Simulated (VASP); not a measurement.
# ZnAu (Pm-3m) in VASP: further runs

The runs below take ZnAu through electric field gradients, with PBEsol.

Everything below comes from runs of VASP 6.6.1. Logs are shortened: lines on timing, memory, paths and dates and some standing lists are left out, and cuts for length are marked.

### Step 1. The cell of the first run

The structure is cubic, space group Pm-3m (No. 221). The conventional cell has a = 3.104 Å, b = 3.104 Å, c = 3.104 Å, α = 90.00°, β = 90.00°, γ = 90.00°. Within 3.5 Å of Zn (site symmetry m-3m) lie 8 Au at 2.69 Å and 6 Zn at 3.10 Å. Within 3.5 Å of Au (site symmetry m-3m) lie 8 Zn at 2.69 Å and 6 Au at 3.10 Å.

### Step 2. Electric field gradients, PBEsol (14.96 Å³/atom)

The input, INCAR:

```
SYSTEM = ZnAu
PREC = Accurate ; ENCUT = 520
EDIFF = 1E-8 ; ISMEAR = -1
SIGMA = 0.05 ; LREAL = .False.
LASPH = .True. ; NELM = 80
ALGO = Normal ; ISIF = 2
LWAVE = .False. ; LCHARG = .False.
GGA = PS ; LEFG = .True.
NBANDS = 18
```

The input, KPOINTS:

```
regular mesh
0
Gamma
  13 13 13
  0 0 0
```

The input, POSCAR:

```
ZnAu
1.0
    3.1044677592      0.0000000000      0.0000000000
    0.0000000000      3.1044677592      0.0000000000
    0.0000000000      0.0000000000      3.1044677592
Zn Au
1 1
Direct
    0.5000000000      0.5000000000      0.5000000000
    0.0000000000      0.0000000000      0.0000000000
```

Potentials or basis: VASP PAW PBE potentials, release 64 (Zn, Au).

Started as:

```
cat potpaw_PBE.64/Zn/POTCAR potpaw_PBE.64/Au/POTCAR > POTCAR
mpirun -np 1 vasp_std > vasp.out
```

OUTCAR:

```text
SYSTEM = ZnAu
   PREC = Accurate
   ENCUT = 520
   EDIFF = 1E-8
   ISMEAR = -1
   LREAL = .False.
   LASPH = .True.
   NELM = 80
   ISIF = 2
   GGA = PS

 ion  position               nearest neighbor table
   1  0.500  0.500  0.500-   2 2.69   2 2.69   2 2.69   2 2.69   2 2.69   2 2.69   2 2.69   2 2.69

   2  0.000  0.000  0.000-   1 2.69   1 2.69   1 2.69   1 2.69   1 2.69   1 2.69   1 2.69   1 2.69

  LATTYP: Found a simple cubic cell.
 ALAT       =     3.1044677592

  Lattice vectors:

 A1 = (   3.1044677592,   0.0000000000,   0.0000000000)
 A2 = (   0.0000000000,   3.1044677592,   0.0000000000)
 A3 = (   0.0000000000,   0.0000000000,   3.1044677592)

Analysis of symmetry for initial positions (statically):
=====================================================================
 Subroutine PRICEL returns:
 Original cell was already a primitive cell.

 Routine SETGRP: Setting up the symmetry group for a
 simple cubic supercell.

 Subroutine GETGRP returns: Found 48 space group operations
 (whereof 48 operations were pure point group operations)
 out of a pool of 48 trial point group operations.

The static configuration has the point symmetry O_h .

Analysis of symmetry for dynamics (positions and initial velocities):
=====================================================================
 Subroutine PRICEL returns:
 Original cell was already a primitive cell.

 Routine SETGRP: Setting up the symmetry group for a
 simple cubic supercell.

 Subroutine GETGRP returns: Found 48 space group operations
 (whereof 48 operations were pure point group operations)
 out of a pool of 48 trial point group operations.

The dynamic configuration has the point symmetry O_h .

 Subroutine INISYM returns: Found 48 space group operations
 (whereof 48 operations are pure point group operations),
 and found     1 'primitive' translations

----------------------------------------------------------------------------------------

                                     Primitive cell

  volume of cell :      29.9200

  direct lattice vectors                    reciprocal lattice vectors
     3.104467759  0.000000000  0.000000000     0.322116407  0.000000000  0.000000000
     0.000000000  3.104467759  0.000000000     0.000000000  0.322116407  0.000000000
     0.000000000  0.000000000  3.104467759     0.000000000  0.000000000  0.322116407

  length of vectors
     3.104467759  3.104467759  3.104467759     0.322116407  0.322116407  0.322116407

  position of ions in fractional coordinates (direct lattice)
     0.500000000  0.500000000  0.500000000
     0.000000000  0.000000000  0.000000000

  ion indices of the primitive-cell ions
   primitive index   ion index
                 1           1
                 2           2

----------------------------------------------------------------------------------------

 KPOINTS: regular mesh

Automatic generation of k-mesh.
 Grid dimensions read from file:
 generate k-points for:   13   13   13

 Generating k-lattice:

  Cartesian coordinates                     Fractional coordinates (reciprocal lattice)
     0.024778185  0.000000000  0.000000000     0.076923077  0.000000000  0.000000000
     0.000000000  0.024778185  0.000000000     0.000000000  0.076923077  0.000000000
     0.000000000  0.000000000  0.024778185     0.000000000  0.000000000  0.076923077

  Length of vectors
     0.024778185  0.024778185  0.024778185

  Shift w.r.t. Gamma in fractional coordinates (k-lattice)
     0.000000000  0.000000000  0.000000000

 Subroutine IBZKPT returns following result:
 ===========================================

 Found     84 irreducible k-points:

 Following reciprocal coordinates:
            Coordinates               Weight
  0.000000  0.000000  0.000000      1.000000
  0.076923  0.000000  0.000000      6.000000
  0.153846  0.000000  0.000000      6.000000
  0.230769  0.000000  0.000000      6.000000
  0.307692  0.000000  0.000000      6.000000
  0.384615  0.000000  0.000000      6.000000
[... 16 lines left out ...]
  0.307692  0.307692  0.000000     12.000000
  0.384615  0.307692  0.000000     24.000000
 [... further k-points ...]
   k-points           NKPTS =     84   k-points in BZ     NKDIM =     84   number of bands    NBANDS=     18
   number of dos      NEDOS =    301   number of ions     NIONS =      2
   total plane-waves  NPLWV =  13824
   dimension x,y,z NGX =    24 NGY =   24 NGZ =   24
   dimension x,y,z NGXF=    48 NGYF=   48 NGZF=   48
   ions per type =               1   1
   NGX,Y,Z   is equivalent  to a cutoff of  12.85, 12.85, 12.85 a.u.
   NGXF,Y,Z  is equivalent  to a cutoff of  25.70, 25.70, 25.70 a.u.
 SYSTEM =  ZnAu
   PREC   = accura    normal or accurate (medium, high low for compatibility)
   ISTART =      0    job   : 0-new  1-cont  2-samecut
   ICHARG =      2    charge: 1-file 2-atom 10-const
   ISPIN  =      1    spin polarized calculation?
   LNONCOLLINEAR =      F non collinear calculations
   LSORBIT =      F    spin-orbit coupling
   LASPH  =      T    aspherical Exc in radial PAW
   ENCUT  =  520.0 eV  38.22 Ry    6.18 a.u.   5.77  5.77  5.77*2*pi/ulx,y,z
   NELM   =     80;   NELMIN=  2; NELMDL= -5     # of ELM steps
   EDIFF  = 0.1E-07   stopping-criterion for ELM
   LREAL  =      F    real-space projection
   EDIFFG = 0.1E-06   stopping-criterion for IOM
   NSW    =      0    number of steps for IOM
   IBRION =     -1    ionic relax: 0-MD 1-quasi-New 2-CG
   NFREE  =      0    steps in history (QN), initial steepest desc. (CG)
   ISIF   =      2    stress and relaxation
   ISYM   =      2    0-nonsym 1-usesym 2-fastsym
   POTIM  = 0.5000    time-step for ionic-motion
   TEBEG  =    0.0;   TEEND  =   0.0 temperature during run
   PSTRESS=    0.0 pullay stress
   NELECT =      23.0000    total number of electrons
   NUPDOWN=      -1.0000    fix difference up-down
   EMIN   =  10.00;   EMAX   =-10.00  energy-range for DOS
   EFERMI =   0.00;   METHOD = LEGACY
   ISMEAR =    -1;   SIGMA  =   0.05  broadening in eV -4-tet -1-fermi 0-gaus
   EFERMI_NEDOS =   21; number of points for ismear=-14 and -15
   IALGO  =     38    algorithm
   IMIX   =      4    mixing-type and parameters
     AMIX     =   0.40;   BMIX     =  1.00
     AMIX_MAG =   1.60;   BMIX_MAG =  1.00
  volume/ion in A,a.u.               =      14.96       100.96
  Fermi-wavevector in a.u.,A,eV,Ry     =   1.499674  2.833974 30.599817  2.249023
  Thomas-Fermi vector in A             =   2.611274
   LORBIT       =      0    0 simple, 1 ext, 2 COOP (PROOUT), +10 PAW based schemes
   GGA     = PS    functional components
   LHFCALC =     F    Hartree Fock is set to
   AEXX    =    0.0000 exact exchange contribution
   IVDW    =     0    specifies the selected vdW correction
   LEPSILON=     F    determine dielectric tensor
   LRPA    =     F    only Hartree local field effects (RPA)
 non-spin polarized calculation
  energy-cutoff  :      520.00
  volume of cell :       29.92
 maximum number of plane-waves:       819
 NGX is ok and might be reduce to    24
   NGX = 11   NGY = 11   NGZ = 11

 number of electron      22.9999960 magnetization

 Free energy of the ion-electron system (eV)
  ---------------------------------------------------
  ext. energy  EPLUGINS =         0.00000000
  ---------------------------------------------------
  free energy    TOTEN  =        -5.94475829 eV

  energy without entropy =       -5.93864436  energy(sigma->0) =       -5.94170133

 E-fermi :   7.4912     XC(G=0): -12.7694

 val. band max:        7.4305021240   @ k =   0.4615   0.3846   0.2308
 cond. band min:       7.5280234945   @ k =   0.3846   0.3077   0.1538
 fundamental gap:      0.0975213705
 Fermi energy:         7.4911720761

 k-point     1 :       0.0000    0.0000    0.0000
  band No.  band energies     occupation
      1      -3.6270      2.00000
      2      -0.8902      2.00000
      3      -0.8902      2.00000
      4      -0.0845      2.00000
      5      -0.0845      2.00000
      6      -0.0845      2.00000
[... 10 lines left out ...]
     17      19.8476      0.00000
     18      25.8826      0.00000
[... 463 lines left out ...]
 k-point    24 :       0.3846    0.3077    0.0000
  band No.  band energies     occupation
      1      -1.0721      2.00000
      2      -0.7381      2.00000
      3      -0.3661      2.00000
      4      -0.2199      2.00000
      5       0.0370      2.00000
      6       0.7083      2.00000
[... 10 lines left out ...]
     17      21.4932      0.00000
     18      21.9218      0.00000

 [... further k-points ...]

------------------------ aborting loop because EDIFF is reached ----------------------------------------

  FORCE on cell =-STRESS in cart. coord.  units (eV):
  Direction    XX          YY          ZZ          XY          YZ          ZX
  --------------------------------------------------------------------------------------
  -------------------------------------------------------------------------------------
  Total        0.6943517      0.6943517      0.6943517      0.0000000      0.0000000      0.0000000
  in kB       37.1816493     37.1816493     37.1816493      0.0000000      0.0000000      0.0000000
  external PRESSURE =      37.1816493 kB  Pullay stress =       0.0000000 kB

 VOLUME and BASIS-vectors are now :
 -----------------------------------------------------------------------------
  energy-cutoff  :      520.00
  volume of cell :       29.92
      direct lattice vectors                 reciprocal lattice vectors
     3.104467759  0.000000000  0.000000000     0.322116407  0.000000000  0.000000000
     0.000000000  3.104467759  0.000000000     0.000000000  0.322116407  0.000000000
     0.000000000  0.000000000  3.104467759     0.000000000  0.000000000  0.322116407

 POSITION                                       TOTAL-FORCE (eV/Angst)
 -----------------------------------------------------------------------------------
      1.55223      1.55223      1.55223         0.000000      0.000000      0.000000
      0.00000      0.00000      0.00000         0.000000      0.000000      0.000000
 -----------------------------------------------------------------------------------
    total drift:                                0.000000      0.000000     -0.000000

  FREE ENERGIE OF THE ION-ELECTRON SYSTEM (eV)
  ---------------------------------------------------
  free  energy   TOTEN  =        -5.9447582875 eV

  energy  without entropy=       -5.9386443631  energy(sigma->0) =       -5.94170133

 Electric field gradients (V/A^2)
---------------------------------------------------------------------
 ion       V_xx      V_yy      V_zz      V_xy      V_xz      V_yz
---------------------------------------------------------------------
   1      -0.000    -0.000    -0.000    -0.000     0.000    -0.000
   2       0.000    -0.000    -0.000    -0.000    -0.000    -0.000
---------------------------------------------------------------------

 Electric field gradients after diagonalization (V/A^2)
 (convention: |V_zz| > |V_xx| > |V_yy|)
----------------------------------------------------------------------
 ion       V_xx      V_yy      V_zz     asymmetry (V_yy - V_xx)/ V_zz
----------------------------------------------------------------------
   1      -0.000    -0.000    -0.000      -0.146
   2      -0.000     0.000    -0.000      -0.853
----------------------------------------------------------------------

           NMR quadrupolar parameters

 Cq : quadrupolar parameter    Cq=e*Q*V_zz/h
 eta: asymmetry parameters     (V_yy - V_xx)/ V_zz
 Q  : nuclear electric quadrupole moment in mb (millibarn)
----------------------------------------------------------------------
 ion       Cq(MHz)       eta       Q (mb)
----------------------------------------------------------------------
   1      -0.000      -0.146       1.000
   2      -0.000      -0.853       1.000
----------------------------------------------------------------------
```

Wall time 19 s (1 thread of Intel Xeon Platinum 8259CL at 2.50GHz (Skylake/Cascade Lake), shared host); peak memory 0.17 GiB.

What came out:

| Quantity | Value |
| --- | --- |
| Free energy | -5.9448 eV |
| Pressure | 3.7 GPa |
| Band gap on the k mesh | zero (an odd number of electrons rules out a gap without spin polarisation) |
| Largest electric field gradient by atom | zero within the noise of the run |

Caveat: the cell stands under pressure; the PAW data sets were made with another functional, which shifts forces and pressure a little; spin-orbit coupling is left out, which moves the levels of the heavy elements.

### Step 3. Electric field gradients, PBEsol (15.43 Å³/atom)

This run uses another cell than the first one, of 15.43 Å³/atom.

The input, INCAR:

```
SYSTEM = ZnAu
ALGO     = Normal         ! electronic algorithm
EDIFF    = 1E-8           ! SCF threshold, eV
ENCUT    = 520            ! plane-wave cutoff, eV
GGA      = PS             ! functional
ISIF     = 2              ! what is computed and relaxed
ISMEAR   = -1             ! smearing method
LASPH    = .TRUE.         ! aspherical terms in the spheres
LCHARG   = .FALSE.        ! write CHGCAR
LEFG     = .TRUE.       
LREAL    = .FALSE.        ! projectors in reciprocal space
LWAVE    = .FALSE.        ! write WAVECAR
NBANDS   = 18             ! bands
NELM     = 60             ! most SCF steps
PREC     = Accurate       ! precision mode
SIGMA    = 0.05           ! smearing width, eV
```

The input, KPOINTS:

```
k-points
0
G
  13 13 13
  0 0 0
```

The input, POSCAR:

```
ZnAu
1.0
    3.1364748378      0.0000000000      0.0000000000
    0.0000000000      3.1364748378      0.0000000000
    0.0000000000      0.0000000000      3.1364748378
Zn Au
1 1
Direct
    0.5000000000      0.5000000000      0.5000000000
    0.0000000000      0.0000000000      0.0000000000
```

Potentials or basis: VASP PAW PBE potentials, release 64 (Zn, Au).

Started as:

```
cat potpaw_PBE.64/Zn/POTCAR potpaw_PBE.64/Au/POTCAR > POTCAR
mpirun -np 1 vasp_std > vasp.out
```

OUTCAR:

```text
SYSTEM = ZnAu
   EDIFF = 1E-8
   ENCUT = 520
   GGA = PS
   ISIF = 2
   ISMEAR = -1
   LASPH = .TRUE.
   LREAL = .FALSE.
   NELM = 60
   PREC = Accurate

 ion  position               nearest neighbor table
   1  0.500  0.500  0.500-   2 2.72   2 2.72   2 2.72   2 2.72   2 2.72   2 2.72   2 2.72   2 2.72

   2  0.000  0.000  0.000-   1 2.72   1 2.72   1 2.72   1 2.72   1 2.72   1 2.72   1 2.72   1 2.72

  LATTYP: Found a simple cubic cell.
 ALAT       =     3.1364748378

  Lattice vectors:

 A1 = (   3.1364748378,   0.0000000000,   0.0000000000)
 A2 = (   0.0000000000,   3.1364748378,   0.0000000000)
 A3 = (   0.0000000000,   0.0000000000,   3.1364748378)

Analysis of symmetry for initial positions (statically):
=====================================================================
 Subroutine PRICEL returns:
 Original cell was already a primitive cell.

 Routine SETGRP: Setting up the symmetry group for a
 simple cubic supercell.

 Subroutine GETGRP returns: Found 48 space group operations
 (whereof 48 operations were pure point group operations)
 out of a pool of 48 trial point group operations.

The static configuration has the point symmetry O_h .

Analysis of symmetry for dynamics (positions and initial velocities):
=====================================================================
 Subroutine PRICEL returns:
 Original cell was already a primitive cell.

 Routine SETGRP: Setting up the symmetry group for a
 simple cubic supercell.

 Subroutine GETGRP returns: Found 48 space group operations
 (whereof 48 operations were pure point group operations)
 out of a pool of 48 trial point group operations.

The dynamic configuration has the point symmetry O_h .

[... 157 lines left out ...]
      3      -1.1143      2.00000
      4      -0.3883      2.00000
      5      -0.3883      2.00000
      6      -0.3883      2.00000
[... 481 lines left out ...]
      5      -0.2746      2.00000
      6       0.4306      2.00000
[... 10 lines left out ...]
     17      20.9334      0.00000
     18      21.2403      0.00000

 [... further k-points ...]

------------------------ aborting loop because EDIFF is reached ----------------------------------------

  FORCE on cell =-STRESS in cart. coord.  units (eV):
  Direction    XX          YY          ZZ          XY          YZ          ZX
  --------------------------------------------------------------------------------------
  -------------------------------------------------------------------------------------
  Total       -0.1700376     -0.1700376     -0.1700376     -0.0000000      0.0000000     -0.0000000
  in kB       -8.8293767     -8.8293767     -8.8293767     -0.0000000      0.0000000     -0.0000000
  external PRESSURE =      -8.8293767 kB  Pullay stress =       0.0000000 kB

 VOLUME and BASIS-vectors are now :
 -----------------------------------------------------------------------------
  energy-cutoff  :      520.00
  volume of cell :       30.85
      direct lattice vectors                 reciprocal lattice vectors
     3.136474838  0.000000000  0.000000000     0.318829275  0.000000000  0.000000000
     0.000000000  3.136474838  0.000000000     0.000000000  0.318829275  0.000000000
     0.000000000  0.000000000  3.136474838     0.000000000  0.000000000  0.318829275

 POSITION                                       TOTAL-FORCE (eV/Angst)
 -----------------------------------------------------------------------------------
      1.56824      1.56824      1.56824         0.000000      0.000000      0.000000
      0.00000      0.00000      0.00000         0.000000      0.000000      0.000000
 -----------------------------------------------------------------------------------
    total drift:                                0.000000      0.000000     -0.000000

  FREE ENERGIE OF THE ION-ELECTRON SYSTEM (eV)
  ---------------------------------------------------
  free  energy   TOTEN  =        -5.9530248931 eV

  energy  without entropy=       -5.9467732402  energy(sigma->0) =       -5.94989907

 Electric field gradients (V/A^2)
---------------------------------------------------------------------
 ion       V_xx      V_yy      V_zz      V_xy      V_xz      V_yz
---------------------------------------------------------------------
   1      -0.000    -0.000     0.000     0.000     0.000    -0.000
   2      -0.000    -0.000     0.000    -0.000     0.000     0.000
---------------------------------------------------------------------

 Electric field gradients after diagonalization (V/A^2)
 (convention: |V_zz| > |V_xx| > |V_yy|)
----------------------------------------------------------------------
 ion       V_xx      V_yy      V_zz     asymmetry (V_yy - V_xx)/ V_zz
----------------------------------------------------------------------
   1      -0.000     0.000    -0.000      -1.837
   2      -0.000     0.000    -0.000      -0.421
----------------------------------------------------------------------

           NMR quadrupolar parameters

 Cq : quadrupolar parameter    Cq=e*Q*V_zz/h
 eta: asymmetry parameters     (V_yy - V_xx)/ V_zz
 Q  : nuclear electric quadrupole moment in mb (millibarn)
----------------------------------------------------------------------
 ion       Cq(MHz)       eta       Q (mb)
----------------------------------------------------------------------
   1      -0.000      -1.837       1.000
   2      -0.000      -0.421       1.000
----------------------------------------------------------------------
```

Run time: 20 s. Hardware: 1 thread of Intel Xeon Platinum 8259CL at 2.50GHz (Skylake/Cascade Lake), shared host; peak memory 0.17 GiB.

What came out:

| Property | Result |
| --- | --- |
| Free energy | -5.9530 eV |
| Pressure | -0.9 GPa |
| Band gap on the k mesh | zero (an odd number of electrons rules out a gap without spin polarisation) |
| Largest electric field gradient by atom | zero within the noise of the run |

Caveat: the PAW data sets were made with another functional, which shifts forces and pressure a little; spin-orbit coupling is left out, which moves the levels of the heavy elements.

(Part 1 of 3 ends here.)
